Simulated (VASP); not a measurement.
# Zn6O (I4/mmm) in VASP: single point with PBE

Aim: the single point of Zn6O with PBE.

All numbers are computed with VASP 6.6.1; they aren't measurements. Logs are shortened: lines on timing, memory, paths and dates and some standing lists are left out, and cuts for length are marked.

### Step 1. The cell of the first run

It takes space group I4/mmm (No. 139, tetragonal). Conventional cell: a = 6.770 Å, b = 6.770 Å, c = 5.076 Å, α = 90.00°, β = 90.00°, γ = 90.00°. Zn (site symmetry -4m2) has 10 Zn at 2.54 to 2.74 Å within 3.3 Å. Zn (site symmetry m2m) has 1 O at 2.00 Å within 2.6 Å. Within 2.6 Å of O (site symmetry 4/mmm) lie 4 Zn at 2.00 Å.

### Step 2. Single point, PBE

The input, INCAR:

```
PREC = Accurate ; ENCUT = 520
EDIFF = 1E-7 ; ISMEAR = 0
SIGMA = 0.2 ; LREAL = F
LASPH = T ; NELM = 100
ALGO = Normal ; ISIF = 2
LWAVE = F ; LCHARG = F
GGA = PE ; NBANDS = 48
```

The input, KPOINTS:

```
regular mesh
0
Gamma
  4 4 4
```

The input, POSCAR:

```
Zn6O
1.0
   -3.3851661639      3.3851661639      2.5380167024
    3.3851661639     -3.3851661639      2.5380167024
    3.3851661639      3.3851661639     -2.5380167024
Zn O
6 1
Direct
    0.7500000000      0.2500000000      0.5000000000
    0.2500000000      0.7500000000      0.5000000000
    0.7085860832      0.7085860832      0.4171721663
    0.2914139168      0.2914139168      0.5828278337
    0.7085860832      0.2914139168      0.0000000000
    0.2914139168      0.7085860832      0.0000000000
    0.5000000000      0.5000000000      0.0000000000
```

Potentials or basis: VASP PAW PBE potentials, release 64 (Zn, O).

Started as:

```console
$ cat potpaw_PBE.64/Zn/POTCAR potpaw_PBE.64/O/POTCAR > POTCAR
$ mpirun -np 1 vasp_std > vasp.out
```

OUTCAR:

```text
PREC = Accurate
   ENCUT = 520
   EDIFF = 1E-7
   ISMEAR = 0
   LREAL = F
   LASPH = T
   NELM = 100
   ISIF = 2
   GGA = PE

 ion  position               nearest neighbor table
   1  0.750  0.250  0.500-   2 2.54   2 2.54   3 2.74   4 2.74   5 2.74   6 2.74   6 2.74   5 2.74
                             4 2.74   3 2.74
   2  0.250  0.750  0.500-   1 2.54   1 2.54   3 2.74   4 2.74   6 2.74   5 2.74   5 2.74   6 2.74
                             4 2.74   3 2.74
   3  0.709  0.709  0.417-   7 2.00   4 2.66   4 2.66   2 2.74   1 2.74   1 2.74   2 2.74   6 2.82
                             5 2.82
   4  0.291  0.291  0.583-   7 2.00   3 2.66   3 2.66   1 2.74   2 2.74   2 2.74   1 2.74   5 2.82
                             6 2.82
   5  0.709  0.291  0.000-   7 2.00   6 2.66   6 2.66   2 2.74   1 2.74   1 2.74   2 2.74   3 2.82
                             4 2.82
   6  0.291  0.709  0.000-   7 2.00   5 2.66   5 2.66   1 2.74   2 2.74   2 2.74   1 2.74   3 2.82
                             4 2.82
   7  0.500  0.500  0.000-   3 2.00   4 2.00   5 2.00   6 2.00

  LATTYP: Found a body centered tetragonal cell.
 ALAT       =     6.7703323278
 C/A-ratio  =     0.7497465647

  Lattice vectors:

 A1 = (  -3.3851661639,   3.3851661639,   2.5380167024)
 A2 = (   3.3851661639,  -3.3851661639,   2.5380167024)
 A3 = (   3.3851661639,   3.3851661639,  -2.5380167024)

Analysis of symmetry for initial positions (statically):
=====================================================================
 Subroutine PRICEL returns:
 Original cell was already a primitive cell.

 Routine SETGRP: Setting up the symmetry group for a
 body centered tetragonal supercell.

 Subroutine GETGRP returns: Found 16 space group operations
 (whereof 16 operations were pure point group operations)
 out of a pool of 16 trial point group operations.

The static configuration has the point symmetry D_4h.

Analysis of symmetry for dynamics (positions and initial velocities):
=====================================================================
 Subroutine PRICEL returns:
 Original cell was already a primitive cell.

 Routine SETGRP: Setting up the symmetry group for a
 body centered tetragonal supercell.

 Subroutine GETGRP returns: Found 16 space group operations
 (whereof 16 operations were pure point group operations)
 out of a pool of 16 trial point group operations.

The dynamic configuration has the point symmetry D_4h.

 Subroutine INISYM returns: Found 16 space group operations
 (whereof 16 operations are pure point group operations),
 and found     1 'primitive' translations

----------------------------------------------------------------------------------------

                                     Primitive cell

  volume of cell :     116.3361

  direct lattice vectors                    reciprocal lattice vectors
    -3.385166164  3.385166164  2.538016702     0.000000000  0.147703237  0.197004220
     3.385166164 -3.385166164  2.538016702     0.147703237  0.000000000  0.197004220
     3.385166164  3.385166164 -2.538016702     0.147703237  0.147703237  0.000000000

  length of vectors
     5.418507977  5.418507977  5.418507977     0.246225321  0.246225321  0.208883921

  position of ions in fractional coordinates (direct lattice)
     0.750000000  0.250000000  0.500000000
     0.250000000  0.750000000  0.500000000
     0.708586083  0.708586083  0.417172166
     0.291413917  0.291413917  0.582827834
     0.708586083  0.291413917  0.000000000
     0.291413917  0.708586083  0.000000000
     0.500000000  0.500000000  0.000000000

  ion indices of the primitive-cell ions
   primitive index   ion index
                 1           1
                 2           2
                 3           3
                 4           4
                 5           5
                 6           6
                 7           7

----------------------------------------------------------------------------------------

 KPOINTS: regular mesh

Automatic generation of k-mesh.
 Grid dimensions read from file:
 generate k-points for:    4    4    4

 Generating k-lattice:

  Cartesian coordinates                     Fractional coordinates (reciprocal lattice)
     0.000000000  0.036925809  0.049251055     0.250000000 -0.000000000  0.000000000
     0.036925809  0.000000000  0.049251055    -0.000000000  0.250000000  0.000000000
     0.036925809  0.036925809  0.000000000     0.000000000  0.000000000  0.250000000

  Length of vectors
     0.061556330  0.061556330  0.052220980

  Shift w.r.t. Gamma in fractional coordinates (k-lattice)
     0.000000000  0.000000000  0.000000000

 Subroutine IBZKPT returns following result:
 ===========================================

 Found     13 irreducible k-points:

 Following reciprocal coordinates:
            Coordinates               Weight
  0.000000  0.000000  0.000000      1.000000
  0.250000 -0.000000  0.000000      8.000000
  0.500000 -0.000000  0.000000      4.000000
  0.250000  0.250000  0.000000      8.000000
  0.500000  0.250000  0.000000     16.000000
 -0.250000  0.250000  0.000000      4.000000
  0.500000  0.500000  0.000000      2.000000
  0.250000  0.250000  0.250000      2.000000
 -0.250000  0.250000  0.250000      4.000000
  0.500000  0.500000  0.250000      4.000000
 -0.250000  0.500000  0.250000      8.000000
 -0.250000 -0.250000  0.250000      2.000000
  0.500000  0.500000  0.500000      1.000000
   k-points           NKPTS =     13   k-points in BZ     NKDIM =     13   number of bands    NBANDS=     48
   number of dos      NEDOS =    301   number of ions     NIONS =      7
   total plane-waves  NPLWV =  64000
   dimension x,y,z NGX =    40 NGY =   40 NGZ =   40
   dimension x,y,z NGXF=    80 NGYF=   80 NGZF=   80
   ions per type =               6   1
   NGX,Y,Z   is equivalent  to a cutoff of  12.27, 12.27, 12.27 a.u.
   NGXF,Y,Z  is equivalent  to a cutoff of  24.54, 24.54, 24.54 a.u.
 SYSTEM =  unknown system
   PREC   = accura    normal or accurate (medium, high low for compatibility)
   ISTART =      0    job   : 0-new  1-cont  2-samecut
   ICHARG =      2    charge: 1-file 2-atom 10-const
   ISPIN  =      1    spin polarized calculation?
   LNONCOLLINEAR =      F non collinear calculations
   LSORBIT =      F    spin-orbit coupling
   LASPH  =      T    aspherical Exc in radial PAW
   ENCUT  =  520.0 eV  38.22 Ry    6.18 a.u.  10.07 10.07 10.07*2*pi/ulx,y,z
   NELM   =    100;   NELMIN=  2; NELMDL= -5     # of ELM steps
   EDIFF  = 0.1E-06   stopping-criterion for ELM
   LREAL  =      F    real-space projection
   EDIFFG = 0.1E-05   stopping-criterion for IOM
   NSW    =      0    number of steps for IOM
   IBRION =     -1    ionic relax: 0-MD 1-quasi-New 2-CG
   NFREE  =      0    steps in history (QN), initial steepest desc. (CG)
   ISIF   =      2    stress and relaxation
   ISYM   =      2    0-nonsym 1-usesym 2-fastsym
   POTIM  = 0.5000    time-step for ionic-motion
   TEBEG  =    0.0;   TEEND  =   0.0 temperature during run
   PSTRESS=    0.0 pullay stress
   NELECT =      78.0000    total number of electrons
   NUPDOWN=      -1.0000    fix difference up-down
   EMIN   =  10.00;   EMAX   =-10.00  energy-range for DOS
   EFERMI =   0.00;   METHOD = LEGACY
   ISMEAR =     0;   SIGMA  =   0.20  broadening in eV -4-tet -1-fermi 0-gaus
   EFERMI_NEDOS =   21; number of points for ismear=-14 and -15
   IALGO  =     38    algorithm
   IMIX   =      4    mixing-type and parameters
     AMIX     =   0.40;   BMIX     =  1.00
     AMIX_MAG =   1.60;   BMIX_MAG =  1.00
  volume/ion in A,a.u.               =      16.62       112.15
  Fermi-wavevector in a.u.,A,eV,Ry     =   1.432853  2.707699 27.933671  2.053067
  Thomas-Fermi vector in A             =   2.552435
   LORBIT       =      0    0 simple, 1 ext, 2 COOP (PROOUT), +10 PAW based schemes
   GGA     = PE    functional components
   LHFCALC =     F    Hartree Fock is set to
   AEXX    =    0.0000 exact exchange contribution
   IVDW    =     0    specifies the selected vdW correction
   LEPSILON=     F    determine dielectric tensor
   LRPA    =     F    only Hartree local field effects (RPA)
 non-spin polarized calculation
 Gauss-broadening in eV      SIGMA  =   0.20
  energy-cutoff  :      520.00
  volume of cell :      116.34
 maximum number of plane-waves:      3152
   NGX = 21   NGY = 21   NGZ = 21

 number of electron      77.9999989 magnetization

 Free energy of the ion-electron system (eV)
  ---------------------------------------------------
  ext. energy  EPLUGINS =         0.00000000
  ---------------------------------------------------
  free energy    TOTEN  =       -13.30816544 eV

  energy without entropy =      -13.28516913  energy(sigma->0) =      -13.29666729

 E-fermi :   1.3522     XC(G=0): -10.4036

 val. band max:        1.3103991148   @ k =  -0.2500   0.2500   0.0000
 cond. band min:       1.3535573190   @ k =   0.0000   0.0000   0.0000
 fundamental gap:      0.0431582042
 Fermi energy:         1.3522138526

 k-point     1 :       0.0000    0.0000    0.0000
  band No.  band energies     occupation
      1     -16.7159      2.00000
      2      -7.3024      2.00000
      3      -6.4170      2.00000
      4      -6.4170      2.00000
      5      -6.3129      2.00000
      6      -6.1390      2.00000
[... 40 lines left out ...]
     47       8.9257      0.00000
     48       9.5639      0.00000

 k-point     2 :       0.2500   -0.0000    0.0000
  band No.  band energies     occupation
      1     -16.7074      2.00000
      2      -6.8961      2.00000
      3      -6.3367      2.00000
      4      -6.3152      2.00000
      5      -6.1812      2.00000
      6      -6.0633      2.00000
[... 40 lines left out ...]
     47       8.1211      0.00000
     48       9.6875      0.00000

 k-point     3 :       0.5000   -0.0000    0.0000
  band No.  band energies     occupation
      1     -16.6990      2.00000
      2      -6.2556      2.00000
      3      -6.2421      2.00000
      4      -6.1636      2.00000
      5      -5.9805      2.00000
      6      -5.9781      2.00000
[... 40 lines left out ...]
     47       8.0883      0.00000
     48       8.0983      0.00000

 k-point     4 :       0.2500    0.2500    0.0000
  band No.  band energies     occupation
      1     -16.6990      2.00000
      2      -6.2481      2.00000
      3      -6.2012      2.00000
      4      -6.1998      2.00000
      5      -5.9851      2.00000
      6      -5.9846      2.00000
[... 397 lines left out ...]
     47       8.3033      0.00000
     48       9.6427      0.00000

 k-point    12 :      -0.2500   -0.2500    0.2500
  band No.  band energies     occupation
      1     -16.6998      2.00000
      2      -6.2773      2.00000
      3      -6.2110      2.00000
      4      -6.2110      2.00000
      5      -5.9867      2.00000
      6      -5.9498      2.00000
[... 40 lines left out ...]
     47      10.0999      0.00000
     48      10.0999      0.00000

 k-point    13 :       0.5000    0.5000    0.5000
  band No.  band energies     occupation
      1     -16.6894      2.00000
      2      -6.5395      2.00000
      3      -6.2053      2.00000
      4      -6.2053      2.00000
      5      -6.1242      2.00000
      6      -6.1242      2.00000
[... 40 lines left out ...]
     47       7.9127      0.00000
     48       8.8876      0.00000

------------------------ aborting loop because EDIFF is reached ----------------------------------------

  FORCE on cell =-STRESS in cart. coord.  units (eV):
  Direction    XX          YY          ZZ          XY          YZ          ZX
  --------------------------------------------------------------------------------------
  -------------------------------------------------------------------------------------
  Total        0.6215628      0.6215628      0.4351979      0.0000000     -0.0000000      0.0000000
  in kB        8.5601450      8.5601450      5.9935328      0.0000000     -0.0000000      0.0000000
  external PRESSURE =       7.7046076 kB  Pullay stress =       0.0000000 kB

 VOLUME and BASIS-vectors are now :
 -----------------------------------------------------------------------------
  energy-cutoff  :      520.00
  volume of cell :      116.34
      direct lattice vectors                 reciprocal lattice vectors
    -3.385166164  3.385166164  2.538016702     0.000000000  0.147703237  0.197004220
     3.385166164 -3.385166164  2.538016702     0.147703237  0.000000000  0.197004220
     3.385166164  3.385166164 -2.538016702     0.147703237  0.147703237  0.000000000

 POSITION                                       TOTAL-FORCE (eV/Angst)
 -----------------------------------------------------------------------------------
     -0.00000      3.38517      1.26901        -0.000000     -0.000000      0.000000
      3.38517     -0.00000      1.26901        -0.000000      0.000000      0.000000
      1.41220      1.41220      2.53802         0.090529      0.090529     -0.000000
      1.97297      1.97297     -0.00000        -0.090529     -0.090529      0.000000
     -1.41220      1.41220      2.53802        -0.090529      0.090529      0.000000
      1.41220     -1.41220      2.53802         0.090529     -0.090529     -0.000000
      0.00000      0.00000      2.53802        -0.000000     -0.000000      0.000000
 -----------------------------------------------------------------------------------
    total drift:                                0.000000      0.000000     -0.000000

  FREE ENERGIE OF THE ION-ELECTRON SYSTEM (eV)
  ---------------------------------------------------
  free  energy   TOTEN  =       -13.3081654418 eV

  energy  without entropy=      -13.2851691325  energy(sigma->0) =      -13.29666729
```

Run time: 2.1 min. Hardware: 1 thread of Intel Xeon Platinum 8488C (Sapphire Rapids), shared host; peak memory 0.25 GiB.

What came out:

```yaml
Free_energy: -13.3082 eV
Pressure: 0.8 GPa
Largest_force: 0.128 eV/Å
Band_gap_on_the_k_mesh: zero (band 39 reaches 2.14 eV, above the bottom of band 40 at 0.97 eV)
```

Forces on the atoms (eV/Å):
```
Zn   0.000  0.000  0.000
Zn   0.000  0.000  0.000
Zn   0.091  0.091  0.000
Zn  -0.091 -0.091  0.000
Zn  -0.091  0.091  0.000
Zn   0.091 -0.091  0.000
O    0.000  0.000  0.000
```

Caveat: the k points lie up to 0.39 Å⁻¹ apart.
